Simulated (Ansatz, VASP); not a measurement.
## Two plane-wave programs on CaZn2

```
CELL_PARAMETERS angstrom
4.12674 0.00000 0.00000
0.00000 4.12674 0.00000
0.00000 0.00000 29.60048
ATOMIC_POSITIONS crystal
Ca 0.00000 0.00000 0.28716
Zn 0.50000 0.50000 0.33008
Zn 0.50000 0.50000 0.24423
```

Change from the starting cell: species swapped into a sheet of the CeSi2 type.

Alike in both runs: functional PBE; k mesh 12 × 12 × 1; occupations gaussian, width 0.1 eV; no spin polarisation.

Ansatz relaxed the structure, and its values are those at the end. VASP's run is a single point on that final structure, the one shown.

|  | VASP | Ansatz |
| --- | --- | --- |
| version | VASP 6.6.1 | Ansatz 0.2.0 |
| potentials or method | VASP PAW PBE potentials, release 64 (Ca_sv, Zn), cutoff 520 eV | scalar-relativistic, plane waves, PAW |
| valence electrons in the cell | 34 | 34 |

Ansatz gave:

* gap on the k mesh at the Fermi level (eV): none
* rms of the force components (eV/Å): 0.002

Task: Which values does VASP return?

Result: gap on the k mesh at the Fermi level (eV): none; rms of the force components (eV/Å): 0.009.

A gap of «none» marks a metal or a gap that the smearing closes.
